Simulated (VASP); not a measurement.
# Co (P6_3/mmc) in VASP: further runs

The runs below take Co through single point, with PBE.

Program: VASP 6.6.1. These are calculated values, not measurements. Logs are shortened: lines on timing, memory, paths and dates and some standing lists are left out, and cuts for length are marked.

## 1. The cell of the first run

The structure is hexagonal, space group P6_3/mmc (No. 194). Conventional cell: a = 2.543 Å, b = 2.543 Å, c = 4.194 Å, α = 90.00°, β = 90.00°, γ = 120.00°. Within 3.4 Å of Co (site symmetry -6m2) lie 12 Co at 2.54 to 2.56 Å.

## 2. Single point, PBE, collinear spin, ferromagnetic start

Contents of INCAR:

```
ALGO = Normal ; EDIFF = 1E-6
ENCUT = 520 ; GGA = PE
ISIF = 2 ; ISMEAR = 0
ISPIN = 2 ; LASPH = True
LCHARG = False ; LMAXMIX = 4
LORBIT = 11 ; LREAL = False
LWAVE = False ; MAGMOM = 1.86 1.86
NBANDS = 20 ; NELM = 150
PREC = Accurate ; SIGMA = 0.15
```

Contents of KPOINTS:

```
k-points
0
Gamma
  21 21 12
```

Contents of POSCAR:

```
Co
1.0
    2.5432000000      0.0000000000      0.0000000000
   -1.2716000000      2.2024758069      0.0000000000
    0.0000000000      0.0000000000      4.1936000000
Co
2
Direct
    0.3333333333      0.6666666667      0.2500000000
    0.6666666667      0.3333333333      0.7500000000
```

Potentials or basis: VASP PAW PBE potentials, release 64 (Co).

The run is started by

```sh
$ cat potpaw_PBE.64/Co/POTCAR > POTCAR
$ mpirun -np 1 vasp_std > vasp.out
```

OUTCAR:

```text
EDIFF = 1E-6
   ENCUT = 520
   GGA = PE
   ISIF = 2
   ISMEAR = 0
   ISPIN = 2
   LASPH = True
   LORBIT = 11
   LREAL = False
   NELM = 150
   PREC = Accurate

 ion  position               nearest neighbor table
   1  0.333  0.667  0.250-   2 2.56   2 2.56   2 2.56   2 2.56   2 2.56   2 2.56
   2  0.667  0.333  0.750-   1 2.56   1 2.56   1 2.56   1 2.56   1 2.56   1 2.56

  LATTYP: Found a hexagonal cell.
 ALAT       =     2.5432000000
 C/A-ratio  =     1.6489462095

  Lattice vectors:

 A1 = (   2.5432000000,   0.0000000000,   0.0000000000)
 A2 = (  -1.2716000000,   2.2024758069,   0.0000000000)
 A3 = (   0.0000000000,   0.0000000000,   4.1936000000)

Analysis of symmetry for initial positions (statically):
=====================================================================
 Subroutine PRICEL returns:
 Original cell was already a primitive cell.

 Routine SETGRP: Setting up the symmetry group for a
 hexagonal supercell.

 Subroutine GETGRP returns: Found 24 space group operations
 (whereof 12 operations were pure point group operations)
 out of a pool of 24 trial point group operations.

The static configuration has the point symmetry D_3d.
 The point group associated with its full space group is D_6h.

Analysis of symmetry for dynamics (positions and initial velocities):
=====================================================================
 Subroutine PRICEL returns:
 Original cell was already a primitive cell.

 Routine SETGRP: Setting up the symmetry group for a
 hexagonal supercell.

 Subroutine GETGRP returns: Found 24 space group operations
 (whereof 12 operations were pure point group operations)
 out of a pool of 24 trial point group operations.

The dynamic configuration has the point symmetry D_3d.
 The point group associated with its full space group is D_6h.

Analysis of structural, dynamic, and magnetic symmetry:
=====================================================================
 Subroutine PRICEL returns:
 Original cell was already a primitive cell.

 Routine SETGRP: Setting up the symmetry group for a
 hexagonal supercell.

 Subroutine GETGRP returns: Found 24 space group operations
 (whereof 12 operations were pure point group operations)
 out of a pool of 24 trial point group operations.

The overall configuration has the point symmetry D_3d.
 The point group associated with its full space group is D_6h.

[... 116 lines left out ...]
   IMIX   =      4    mixing-type and parameters
     AMIX     =   0.40;   BMIX     =  1.00
     AMIX_MAG =   1.60;   BMIX_MAG =  1.00
  volume/ion in A,a.u.               =      11.74        79.26
  Fermi-wavevector in a.u.,A,eV,Ry     =   1.498095  2.830990 30.535413  2.244290
  Thomas-Fermi vector in A             =   2.609898
   LORBIT       =     11    0 simple, 1 ext, 2 COOP (PROOUT), +10 PAW based schemes
   GGA     = PE    functional components
   LHFCALC =     F    Hartree Fock is set to
   AEXX    =    0.0000 exact exchange contribution
   IVDW    =     0    specifies the selected vdW correction
   LEPSILON=     F    determine dielectric tensor
   LRPA    =     F    only Hartree local field effects (RPA)
 spin polarized calculation
 Gauss-broadening in eV      SIGMA  =   0.15
  energy-cutoff  :      520.00
  volume of cell :       23.49
 maximum number of plane-waves:       652
 NGX is ok and might be reduce to    20
   NGX =  9   NGY =  9   NGZ = 15

 number of electron      18.0000000 magnetization       3.3415540

 Free energy of the ion-electron system (eV)
  ---------------------------------------------------
  ext. energy  EPLUGINS =         0.00000000
  ---------------------------------------------------
  free energy    TOTEN  =       -13.98850592 eV

  energy without entropy =      -13.96552724  energy(sigma->0) =      -13.97701658

 E-fermi :   9.1925     XC(G=0): -12.9450

 val. band max:        9.1899852755   @ k =   0.0000   0.0000   0.0833
 cond. band min:       9.1934362294   @ k =   0.4286   0.0000   0.5000
 fundamental gap:      0.0034509538
 Fermi energy:         9.1924746613

 spin component 1

 k-point     1 :       0.0000    0.0000    0.0000
  band No.  band energies     occupation
      1       0.7288      1.00000
      2       4.3723      1.00000
      3       6.5731      1.00000
      4       6.6860      1.00000
      5       6.6860      1.00000
      6       6.9386      1.00000
[... 541 lines left out ...]
     19      33.0169      0.00000
     20      33.8158      0.00000

 [... further k-points ...]

 spin component 2

 k-point     1 :       0.0000    0.0000    0.0000
  band No.  band energies     occupation
      1       0.7102      1.00000
      2       5.3223      1.00000
      3       8.2320      1.00000
      4       8.3791      1.00000
      5       8.3791      1.00000
      6       8.6804      1.00000
[... 541 lines left out ...]
     19      33.2470      0.00000
     20      34.2026      0.00000

 [... further k-points ...]

------------------------ aborting loop because EDIFF is reached ----------------------------------------

  FORCE on cell =-STRESS in cart. coord.  units (eV):
  Direction    XX          YY          ZZ          XY          YZ          ZX
  --------------------------------------------------------------------------------------
  -------------------------------------------------------------------------------------
  Total       -1.8557082     -1.8557082     -2.4661779      0.0000000      0.0000000      0.0000000
  in kB     -126.5731522   -126.5731522   -168.2117476      0.0000000      0.0000000      0.0000000
  external PRESSURE =    -140.4526840 kB  Pullay stress =       0.0000000 kB

 VOLUME and BASIS-vectors are now :
 -----------------------------------------------------------------------------
  energy-cutoff  :      520.00
  volume of cell :       23.49
      direct lattice vectors                 reciprocal lattice vectors
     2.543200000  0.000000000  0.000000000     0.393205411  0.227017250  0.000000000
    -1.271600000  2.202475807  0.000000000     0.000000000  0.454034499  0.000000000
     0.000000000  0.000000000  4.193600000     0.000000000  0.000000000  0.238458604

 POSITION                                       TOTAL-FORCE (eV/Angst)
 -----------------------------------------------------------------------------------
     -0.00000      1.46832      1.04840        -0.000000      0.000000      0.000000
      1.27160      0.73416      3.14520         0.000000     -0.000000      0.000000
 -----------------------------------------------------------------------------------
    total drift:                                0.000000      0.000000     -0.000000

  FREE ENERGIE OF THE ION-ELECTRON SYSTEM (eV)
  ---------------------------------------------------
  free  energy   TOTEN  =       -13.9885059174 eV

  energy  without entropy=      -13.9655272428  energy(sigma->0) =      -13.97701658

 total charge

# of ion       s       p       d       tot
------------------------------------------
    1        0.458   0.457   7.214   8.129
    2        0.458   0.457   7.214   8.129
--------------------------------------------------
tot          0.915   0.914  14.428  16.258

 magnetization (x)

# of ion       s       p       d       tot
------------------------------------------
    1       -0.013  -0.052   1.772   1.706
    2       -0.013  -0.052   1.772   1.706
--------------------------------------------------
tot         -0.027  -0.104   3.543   3.413
```

OSZICAR:

```text
N       E                     dE             d eps       ncg     rms          rms(c)
DAV:   1     0.854466743421E+02    0.85447E+02   -0.79200E+03 28008   0.116E+03
DAV:   2    -0.116531628203E+02   -0.97100E+02   -0.87430E+02 27244   0.214E+02
DAV:   3    -0.160624108979E+02   -0.44092E+01   -0.42151E+01 30672   0.555E+01
DAV:   4    -0.161285999015E+02   -0.66189E-01   -0.66140E-01 33148   0.597E+00
DAV:   5    -0.161304218621E+02   -0.18220E-02   -0.18219E-02 31388   0.933E-01    0.139E+01
DAV:   6    -0.145680770545E+02    0.15623E+01   -0.87484E+00 30116   0.587E+01    0.800E+00
DAV:   7    -0.140158755027E+02    0.55220E+00   -0.15000E+00 30384   0.225E+01    0.367E+00
DAV:   8    -0.140031042531E+02    0.12771E-01   -0.18207E-02 34820   0.121E+00    0.161E+00
DAV:   9    -0.139889549368E+02    0.14149E-01   -0.38985E-03 41852   0.104E+00    0.491E-01
DAV:  10    -0.139886401997E+02    0.31474E-03   -0.50209E-04 34960   0.266E-01    0.231E-01
DAV:  11    -0.139885075609E+02    0.13264E-03   -0.21485E-04 38664   0.224E-01    0.328E-02
DAV:  12    -0.139885064943E+02    0.10665E-05   -0.19069E-05 28720   0.395E-02    0.181E-02
DAV:  13    -0.139885059174E+02    0.57695E-06   -0.19081E-06 29684   0.155E-02
   1 F= -.13988506E+02 E0= -.13977017E+02  d E =-.229787E-01  mag=     3.3422
```

stdout:

```text
POSCAR found type information on POSCAR Co
 POSCAR found :  1 types and       2 ions
 scaLAPACK will be used
 LDA part: xc-table for (Slater+PW92), standard interpolation
 POSCAR, INCAR and KPOINTS ok, starting setup
 FFT: planning ... GRIDC
 FFT: planning ... GRID_SOFT
 FFT: planning ... GRID
 WAVECAR not read
 entering main loop
```

It took 96 s on 1 thread of Intel Xeon 6975P-C (Granite Rapids), shared host; peak memory 0.32 GiB.

What came out:

- Free energy: -13.9885 eV
- Pressure: -14.0 GPa
- Net moment: 3.34 μB per cell
- Site moments: Co +1.71 μB
- Valence electrons inside the program's atomic spheres: Co 8.13

Stress tensor (GPa, compression positive):
```
-12.66   0.00   0.00
  0.00 -12.66   0.00
  0.00   0.00 -16.82
```

Caveat: the cell stands under tension.

## 3. Single point, PBE, collinear spin, ferromagnetic start

This run uses another cell than the first one, of 11.92 Å³/atom.

Contents of INCAR:

```
  PREC = Accurate
  ENCUT = 520
  EDIFF = 1E-7
  ISMEAR = 0
  SIGMA = 0.15
  LREAL = False
  LASPH = True
  NELM = 150
  ALGO = Fast
  ISIF = 2
  LWAVE = False
  LCHARG = False
  ISPIN = 2
  MAGMOM = 1.86 1.86
  LORBIT = 11
  LMAXMIX = 4
  GGA = PE
  NBANDS = 20
```

Contents of KPOINTS:

```
regular mesh
0
Gamma
  21 21 12
```

Contents of POSCAR:

```
Co
1.0
    2.4684000000      0.0000000000      0.0000000000
   -1.2342000000      2.1376971067      0.0000000000
    0.0000000000      0.0000000000      4.5161000000
Co
2
Direct
    0.3333333333      0.6666666667      0.2500000000
    0.6666666667      0.3333333333      0.7500000000
```

Potentials or basis: VASP PAW PBE potentials, release 64 (Co).

The run is started by

```sh
$ cat potpaw_PBE.64/Co/POTCAR > POTCAR
$ mpirun -np 1 vasp_std > vasp.out
```

Run time: 2.3 min. Hardware: 1 thread of Intel Xeon 6975P-C (Granite Rapids), shared host; peak memory 0.32 GiB.

It converged, with:

| Property | Result |
| --- | --- |
| Free energy | -13.8107 eV |
| Pressure | -12.7 GPa |
| Net moment | 3.41 μB per cell |
| Site moments | Co +1.74 μB |
| Valence electrons inside the program's atomic spheres | Co 8.12 |

Stress tensor (GPa, compression positive):
```
 -4.72   0.00   0.00
  0.00  -4.72   0.00
  0.00   0.00 -28.80
```

Levels at points of the mesh, in eV from the Fermi level:
Spin up:
| k point | band 7 | band 8 | band 9 | band 10 | band 11 | band 12 | band 13 | band 14 | band 15 | band 16 |
| --- | --- | --- | --- | --- | --- | --- | --- | --- | --- | --- |
| (0.00, 0.00, 0.00) | -2.38 | -1.76 | -1.76 | -1.23 | -1.18 | -1.18 | 3.82 | 20.20 | 22.71 | 24.97 |
| (0.00, 0.00, 0.50) | -2.52 | -2.52 | -1.40 | -1.40 | -1.40 | -1.40 | 10.94 | 10.94 | 23.29 | 23.29 |
Spin down:
```
           k point  band 5  band 6  band 7  band 8  band 9  band 10
(0.00, 0.00, 0.00)   -0.87   -0.87   -0.68   -0.68    0.27     0.27
(0.00, 0.00, 0.50)   -0.84   -0.84   -0.84   -0.84    0.68     0.68
```

Caveat: the cell stands under tension.
